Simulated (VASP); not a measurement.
Here is a VASP 6.6.1 calculation.

INCAR

```
  ALGO = Normal
  EDIFF = 1E-7
  EDIFFG = -0.01
  ENCUT = 500
  GGA = PE
  GGA_COMPAT = F
  IBRION = 2
  ISIF = 3
  ISMEAR = 0
  LASPH = T
  LCHARG = F
  LREAL = F
  LWAVE = F
  NELM = 120
  NELMIN = 4
  NSW = 100
  PREC = Accurate
  SIGMA = 0.1
```

File KPOINTS:

```
k-points
0
Gamma
  12 12 4
```

File POSCAR:

```
Pt2Br3
1.0
    3.9918925029      0.0000000000      0.0000000000
   -1.9959462514      3.4570803166      0.0000000000
    0.0000000000      0.0000000000      9.0313691569
Pt Br
2 3
Direct
    0.3333333333      0.6666666667      0.1657006741
    0.6666666667      0.3333333333      0.8342993259
    0.0000000000      0.0000000000      0.0000000000
    0.3333333333      0.6666666667      0.6965645917
    0.6666666667      0.3333333333      0.3034354083
```

Potentials or basis: VASP PAW PBE potentials, release 64 (Pt, Br).

Launch:

```console
$ cat potpaw_PBE.64/Pt/POTCAR potpaw_PBE.64/Br/POTCAR > POTCAR
$ mpirun -np 1 vasp_std > vasp.out
```

Predict the band gap on the k mesh.

zero (an odd number of electrons rules out a gap without spin polarisation).

Estimate the relaxed volume.

25.55 Å³/atom.

The path:
| step | energy change (eV) | largest force (eV/Å) | pressure (GPa) | volume (Å³) |
| --- | --- | --- | --- | --- |
| 1 | 0.0000 | 0.0159 | -0.09 | 124.64 |
| 2 | -0.0006 | 0.0175 | 0.09 | 124.40 |
| 3 | -0.0007 | 0.0212 | 0.19 | 124.26 |
| 4 | -0.0011 | 0.0153 | 0.14 | 124.39 |
| 5 | -0.0016 | 0.0240 | -0.02 | 124.77 |
| 6 | -0.0016 | 0.0298 | -0.04 | 124.84 |
| 7 | -0.0017 | 0.0253 | 0.01 | 124.82 |
| 8 | -0.0018 | 0.0211 | 0.05 | 124.80 |
| 9 | -0.0019 | 0.0231 | 0.03 | 124.92 |
| 10 | -0.0021 | 0.0298 | -0.04 | 125.31 |
| 11 | -0.0022 | 0.0421 | -0.18 | 126.07 |
| 12 | -0.0022 | 0.0415 | -0.18 | 126.09 |
| 13 | -0.0023 | 0.0396 | -0.17 | 126.16 |
| 14 | -0.0024 | 0.0359 | -0.15 | 126.30 |
| 15 | -0.0026 | 0.0288 | -0.10 | 126.57 |
| 16 | -0.0027 | 0.0407 | -0.03 | 127.11 |
| 17 | -0.0029 | 0.0373 | -0.01 | 127.12 |
| 18 | -0.0032 | 0.0262 | 0.03 | 127.16 |
| 19 | -0.0036 | 0.0044 | 0.11 | 127.24 |
| 20 | -0.0037 | 0.0057 | 0.15 | 127.27 |
| 21 | -0.0038 | 0.0154 | 0.00 | 127.63 |
| 22 | -0.0038 | 0.0157 | 0.00 | 127.64 |
| 23 | -0.0039 | 0.0123 | 0.00 | 127.67 |
| 24 | -0.0039 | 0.0048 | -0.01 | 127.77 |

Caveat: spin-orbit coupling is left out, which moves the levels of the heavy elements; this functional lacks dispersion, which binds layers or chains, so the pressure and a relaxed spacing across them are unreliable; an odd number of electrons without spin polarisation forces a metal; a magnetic or distorted state may lie lower.
